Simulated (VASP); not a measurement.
# Ru in VASP: single point with PBE

Aim: the single point of Ru with PBE.

All numbers are computed with VASP 6.6.1; they aren't measurements. Logs are shortened: lines on timing, memory, paths and dates and some standing lists are left out, and cuts for length are marked.

## Step 1: The cell of the first run

The cell holds a slab with vacuum, 5 atoms: a = 2.706 Å, b = 2.706 Å, c = 23.564 Å, α = 90.00°, β = 90.00°, γ = 120.00°.

## Step 2: Single point, PBE (last atom moved by 0.04 Å along z)

Input file INCAR:

```
SYSTEM = Ru
ALGO = Normal
DIPOL = 0.5 0.5 0.500
EDIFF = 1E-6
ENCUT = 540
GGA = PE
GGA_COMPAT = .False.
IDIPOL = 3
ISIF = 0
ISMEAR = 1
LASPH = .True.
LCHARG = .False.
LDIPOL = .True.
LREAL = .False.
LWAVE = .False.
NBANDS = 61
NELM = 120
PREC = Accurate
SIGMA = 0.05
```

Input file KPOINTS:

```
Automatic mesh
0
Gamma
  22 22 1
  0 0 0
```

Input file POSCAR:

```
Ru
1.0
    2.7057993342      0.0000000000      0.0000000000
   -1.3528996671      2.3432909610      0.0000000000
    0.0000000000      0.0000000000     23.5638000000
Ru
5
Direct
    0.3333333300      0.6666666700      0.3182848300
    0.6666666700      0.3333333300      0.4091424100
    0.3333333300      0.6666666700      0.5000000000
    0.6666666700      0.3333333300      0.5908575900
    0.3333333300      0.6666666700      0.6834126900
```

Potentials or basis: VASP PAW PBE potentials, release 64 (Ru_pv).

Launch:

```console
> cat potpaw_PBE.64/Ru_pv/POTCAR > POTCAR
> mpirun -np 1 vasp_std > vasp.out
```

OUTCAR:

```text
SYSTEM = Ru
   EDIFF = 1E-6
   ENCUT = 540
   GGA = PE
   ISIF = 0
   ISMEAR = 1
   LASPH = .True.
   LREAL = .False.
   NELM = 120
   PREC = Accurate

 ion  position               nearest neighbor table
   1  0.333  0.667  0.318-   2 2.65   2 2.65   2 2.65
   2  0.667  0.333  0.409-   1 2.65   1 2.65   1 2.65   3 2.65   3 2.65   3 2.65
   3  0.333  0.667  0.500-   2 2.65   4 2.65   2 2.65   4 2.65   2 2.65   4 2.65
   4  0.667  0.333  0.591-   3 2.65   3 2.65   3 2.65   5 2.68   5 2.68   5 2.68
   5  0.333  0.667  0.683-   4 2.68   4 2.68   4 2.68

  LATTYP: Found a hexagonal cell.
 ALAT       =     2.7057993342
 C/A-ratio  =     8.7086280576

  Lattice vectors:

 A1 = (   2.7057993342,   0.0000000000,   0.0000000000)
 A2 = (  -1.3528996671,   2.3432909610,   0.0000000000)
 A3 = (   0.0000000000,   0.0000000000,  23.5638000000)

Analysis of symmetry for initial positions (statically):
=====================================================================
 Subroutine PRICEL returns:
 Original cell was already a primitive cell.

 Routine SETGRP: Setting up the symmetry group for a
 hexagonal supercell.

 Subroutine GETGRP returns: Found  6 space group operations
 (whereof  6 operations were pure point group operations)
 out of a pool of 24 trial point group operations.

The static configuration has the point symmetry C_3v.

Analysis of symmetry for dynamics (positions and initial velocities):
=====================================================================
 Subroutine PRICEL returns:
 Original cell was already a primitive cell.

 Routine SETGRP: Setting up the symmetry group for a
 hexagonal supercell.

 Subroutine GETGRP returns: Found  6 space group operations
 (whereof  6 operations were pure point group operations)
 out of a pool of 24 trial point group operations.

The dynamic configuration has the point symmetry C_3v.

 Subroutine INISYM returns: Found  6 space group operations
 (whereof  6 operations are pure point group operations),
 and found     1 'primitive' translations

----------------------------------------------------------------------------------------

                                     Primitive cell

  volume of cell :     149.4057

  direct lattice vectors                    reciprocal lattice vectors
     2.705799334  0.000000000  0.000000000     0.369576556  0.213375124  0.000000000
    -1.352899667  2.343290961  0.000000000     0.000000000  0.426750249  0.000000000
     0.000000000  0.000000000 23.563800000     0.000000000  0.000000000  0.042437977

  length of vectors
     2.705799334  2.705799334 23.563800000     0.426750249  0.426750249  0.042437977

  position of ions in fractional coordinates (direct lattice)
     0.333333330  0.666666670  0.318284830
     0.666666670  0.333333330  0.409142410
     0.333333330  0.666666670  0.500000000
     0.666666670  0.333333330  0.590857590
     0.333333330  0.666666670  0.683412690

  ion indices of the primitive-cell ions
   primitive index   ion index
                 1           1
                 2           2
                 3           3
                 4           4
                 5           5

----------------------------------------------------------------------------------------

 KPOINTS: Automatic mesh

Automatic generation of k-mesh.
 Grid dimensions read from file:
 generate k-points for:   22   22    1

 Generating k-lattice:

  Cartesian coordinates                     Fractional coordinates (reciprocal lattice)
     0.016798934  0.009698869  0.000000000     0.045454545  0.000000000  0.000000000
     0.000000000  0.019397739  0.000000000     0.000000000  0.045454545  0.000000000
     0.000000000  0.000000000  0.042437977     0.000000000  0.000000000  1.000000000

  Length of vectors
     0.019397739  0.019397739  0.042437977

  Shift w.r.t. Gamma in fractional coordinates (k-lattice)
     0.000000000  0.000000000  0.000000000

 Subroutine IBZKPT returns following result:
 ===========================================

 Found     52 irreducible k-points:

 Following reciprocal coordinates:
            Coordinates               Weight
  0.000000  0.000000  0.000000      1.000000
  0.045455 -0.000000  0.000000      6.000000
  0.090909 -0.000000  0.000000      6.000000
  0.136364 -0.000000  0.000000      6.000000
  0.181818 -0.000000  0.000000      6.000000
  0.227273 -0.000000  0.000000      6.000000
[... 16 lines left out ...]
  0.090909  0.090909  0.000000      6.000000
  0.136364  0.090909  0.000000     12.000000
 [... further k-points ...]
   k-points           NKPTS =     52   k-points in BZ     NKDIM =     52   number of bands    NBANDS=     61
   number of dos      NEDOS =    301   number of ions     NIONS =      5
   total plane-waves  NPLWV = 103680
   dimension x,y,z NGX =    24 NGY =   24 NGZ =  180
   dimension x,y,z NGXF=    48 NGYF=   48 NGZF=  360
   ions per type =               5
   NGX,Y,Z   is equivalent  to a cutoff of  14.75, 14.75, 12.70 a.u.
   NGXF,Y,Z  is equivalent  to a cutoff of  29.49, 29.49, 25.40 a.u.
 SYSTEM =  Ru
   PREC   = accura    normal or accurate (medium, high low for compatibility)
   ISTART =      0    job   : 0-new  1-cont  2-samecut
   ICHARG =      2    charge: 1-file 2-atom 10-const
   ISPIN  =      1    spin polarized calculation?
   LNONCOLLINEAR =      F non collinear calculations
   LSORBIT =      F    spin-orbit coupling
   LASPH  =      T    aspherical Exc in radial PAW
   ENCUT  =  540.0 eV  39.69 Ry    6.30 a.u.   5.13  5.13 44.65*2*pi/ulx,y,z
   NELM   =    120;   NELMIN=  2; NELMDL= -5     # of ELM steps
   EDIFF  = 0.1E-05   stopping-criterion for ELM
   LREAL  =      F    real-space projection
   EDIFFG = 0.1E-04   stopping-criterion for IOM
   NSW    =      0    number of steps for IOM
   IBRION =     -1    ionic relax: 0-MD 1-quasi-New 2-CG
   NFREE  =      0    steps in history (QN), initial steepest desc. (CG)
   ISIF   =      0    stress and relaxation
   ISYM   =      2    0-nonsym 1-usesym 2-fastsym
   POTIM  = 0.5000    time-step for ionic-motion
   TEBEG  =    0.0;   TEEND  =   0.0 temperature during run

   SCALEE = 1.0000    scale energy and forces
   PSTRESS=    0.0 pullay stress
   NELECT =      70.0000    total number of electrons
   NUPDOWN=      -1.0000    fix difference up-down
   EMIN   =  10.00;   EMAX   =-10.00  energy-range for DOS
   EFERMI =   0.00;   METHOD = LEGACY
   ISMEAR =     1;   SIGMA  =   0.05  broadening in eV -4-tet -1-fermi 0-gaus
   EFERMI_NEDOS =   21; number of points for ismear=-14 and -15
   IALGO  =     38    algorithm
   IMIX   =      4    mixing-type and parameters
     AMIX     =   0.40;   BMIX     =  1.00
     AMIX_MAG =   1.60;   BMIX_MAG =  1.00
  volume/ion in A,a.u.               =      29.88       201.65
  Fermi-wavevector in a.u.,A,eV,Ry     =   1.271506  2.402798 21.996919  1.616728
  Thomas-Fermi vector in A             =   2.404435
   LORBIT       =      0    0 simple, 1 ext, 2 COOP (PROOUT), +10 PAW based schemes
   GGA     = PE    functional components
   LHFCALC =     F    Hartree Fock is set to
   AEXX    =    0.0000 exact exchange contribution
   IVDW    =     0    specifies the selected vdW correction
   LEPSILON=     F    determine dielectric tensor
   LRPA    =     F    only Hartree local field effects (RPA)

   CSHIFT  =0.1000    complex shift for real part using Kramers Kronig

   OMEGAMAX=  -1.0    maximum frequency
 non-spin polarized calculation
 Methfessel and Paxton  Order N= 1 SIGMA  =   0.05
  energy-cutoff  :      540.00
  volume of cell :      149.41
 maximum number of plane-waves:      4287
 NGX is ok and might be reduce to    24
   NGX = 11   NGY = 11   NGZ = 89

 added-field ion interaction          0.001282 eV  (added to PSCEN)

 number of electron      69.9999998 magnetization

 DIPCOR: dipole corrections for dipol
 direction  3 min pos     1,
 dipolmoment           0.000000      0.000000      0.001177 electrons x Angstroem
 Tr[quadrupol]      -114.031384

 energy correction for charged system         0.000000 eV

 dipol+quadrupol energy correction           -0.000001 eV

 added-field ion interaction         -0.000798 eV  (added to PSCEN)

 Free energy of the ion-electron system (eV)
  ---------------------------------------------------
  ext. energy  EPLUGINS =         0.00000000
  ---------------------------------------------------
  free energy    TOTEN  =       -43.99840894 eV

  energy without entropy =      -43.99902781  energy(sigma->0) =      -43.99861523

 E-fermi :   3.1407     XC(G=0):  -7.3052

 val. band max:        3.1267261674   @ k =   0.3636   0.1818   0.0000
 cond. band min:       3.1450585932   @ k =   0.2273   0.0909   0.0000
 fundamental gap:      0.0183324258
 Fermi energy:         3.1407236848

 k-point     1 :       0.0000    0.0000    0.0000
  band No.  band energies     occupation
      1     -40.4581      2.00000
      2     -40.1612      2.00000
      3     -39.7540      2.00000
      4     -39.6393      2.00000
      5     -39.6393      2.00000
      6     -39.5931      2.00000
[... 39 lines left out ...]
     46       4.2977      0.00000
     47       7.8878      0.00000

 k-point     2 :       0.0455   -0.0000    0.0000
  band No.  band energies     occupation
      1     -40.4524      2.00000
      2     -40.1594      2.00000
      3     -39.7620      2.00000
      4     -39.6530      2.00000
      5     -39.6438      2.00000
      6     -39.6002      2.00000
[... 39 lines left out ...]
     46       5.1225      0.00000
     47       7.9486      0.00000

 k-point     3 :       0.0909   -0.0000    0.0000
  band No.  band energies     occupation
      1     -40.4358      2.00000
      2     -40.1548      2.00000
      3     -39.7897      2.00000
      4     -39.6936      2.00000
      5     -39.6570      2.00000
      6     -39.6159      2.00000
[... 39 lines left out ...]
     46       6.0147      0.00000
     47       8.1300      0.00000

 k-point     4 :       0.1364   -0.0000    0.0000
  band No.  band energies     occupation
      1     -40.4093      2.00000
      2     -40.1502      2.00000
      3     -39.8422      2.00000
      4     -39.7587      2.00000
      5     -39.6775      2.00000
      6     -39.6395      2.00000
[... 939 lines left out ...]
     46      11.1874      0.00000
     47      11.2186      0.00000

 k-point    23 :       0.0909    0.0909    0.0000
  band No.  band energies     occupation
      1     -40.3942      2.00000
      2     -40.1490      2.00000
      3     -39.8720      2.00000
      4     -39.7885      2.00000
      5     -39.7139      2.00000
      6     -39.6583      2.00000
[... 39 lines left out ...]
     46       7.3181      0.00000
     47       8.6076      0.00000

 k-point    24 :       0.1364    0.0909    0.0000
  band No.  band energies     occupation
      1     -40.3618      2.00000
      2     -40.1521      2.00000
      3     -39.9409      2.00000
      4     -39.8652      2.00000
      5     -39.7677      2.00000
      6     -39.6957      2.00000
[... 39 lines left out ...]
     46       8.0649      0.00000
     47       9.0173      0.00000

 [... further k-points ...]

 [bands above 47 left out]

------------------------ aborting loop because EDIFF is reached ----------------------------------------

 vacuum level on the upper side and lower side of the slab       (xc-potential included)        -0.202        -0.242

 VOLUME and BASIS-vectors are now :
 -----------------------------------------------------------------------------
  energy-cutoff  :      540.00
  volume of cell :      149.41
      direct lattice vectors                 reciprocal lattice vectors
     2.705799334  0.000000000  0.000000000     0.369576556  0.213375124  0.000000000
    -1.352899667  2.343290961  0.000000000     0.000000000  0.426750249  0.000000000
     0.000000000  0.000000000 23.563800000     0.000000000  0.000000000  0.042437977

 POSITION                                       TOTAL-FORCE (eV/Angst)
 -----------------------------------------------------------------------------------
     -0.00000      1.56219      7.50000         0.000000     -0.000000      0.533521
      1.35290      0.78110      9.64095        -0.000000      0.000000     -0.687020
     -0.00000      1.56219     11.78190         0.000000     -0.000000      0.049679
      1.35290      0.78110     13.92285        -0.000000      0.000000      0.947299
     -0.00000      1.56219     16.10380         0.000000      0.000000     -0.843479
 -----------------------------------------------------------------------------------
    total drift:                                0.000013     -0.000007     -0.000039

  FREE ENERGIE OF THE ION-ELECTRON SYSTEM (eV)
  ---------------------------------------------------
  free  energy   TOTEN  =       -43.9984089437 eV

  energy  without entropy=      -43.9990278114  energy(sigma->0) =      -43.99861523

 vacuum level on the upper side and lower side of the slab         8.048         8.005
```

Wall time 15 min (1 thread of AMD EPYC 7R13 (Zen 3), shared host); peak memory 0.48 GiB.

What came out:

- Free energy: -43.9984 eV
- Largest force: 0.947 eV/Å
- Band gap on the k mesh: zero (bands 35 and 36 overlap by 2.47 eV)

Forces in eV/Å, atoms in the order of the input:
```
Ru   0.000  0.000  0.534
Ru   0.000  0.000 -0.687
Ru   0.000  0.000  0.050
Ru   0.000  0.000  0.947
Ru   0.000  0.000 -0.843
```

Caveat: the cell differs from its parent crystal (last atom moved by 0.04 Å along z).
